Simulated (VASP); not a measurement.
Wanted: the native input for a VASP 6.6.1 run.

```yaml
Task: single point
Functional: LDA
Potentials_or_basis: VASP PAW LDA potentials, release 64 (Ag)
Cutoff: 520 eV
k_mesh: 18 × 18 × 18
Occupations: gaussian, width 0.1 eV
Spin: no spin polarisation
Dipole_correction: no
Further_INCAR_settings: ALGO = Normal; EDIFF = 1e-06; NBANDS = 12
```

The structure of Ag lies in POSCAR:

```
Ag
1.0
   -1.5910507831      1.5910507831      1.5910507831
    1.5910507831     -1.5910507831      1.5910507831
    1.5910507831      1.5910507831     -1.5910507831
Ag
1
Direct
    0.0000000000      0.0000000000      0.0000000000
```

One way to write it, as run:

INCAR

```
SYSTEM = Ag
ALGO     = Normal         ! electronic algorithm
EDIFF    = 1E-6           ! SCF threshold, eV
ENCUT    = 520            ! plane-wave cutoff, eV
GGA      = CA             ! functional
ISIF     = 2              ! what is computed and relaxed
ISMEAR   = 0              ! smearing method
LASPH    = .True.         ! aspherical terms in the spheres
LCHARG   = .False.        ! write CHGCAR
LREAL    = .False.        ! projectors in reciprocal space
LWAVE    = .False.        ! write WAVECAR
NBANDS   = 12             ! bands
NELM     = 100            ! most SCF steps
PREC     = Accurate       ! precision mode
SIGMA    = 0.1            ! smearing width, eV
```

KPOINTS

```
k-points
0
Gamma
  18 18 18
  0 0 0
```

Potentials or basis: VASP PAW LDA potentials, release 64 (Ag).

Command:

```sh
$ cat potpaw_LDA.64/Ag/POTCAR > POTCAR
$ mpirun -np 1 vasp_std > vasp.out
```

Results of the run:

* Pressure: 0.2 GPa

It took 30 s on 1 thread of Intel Xeon 8259CL (shared host), peak memory 0.15 GiB.
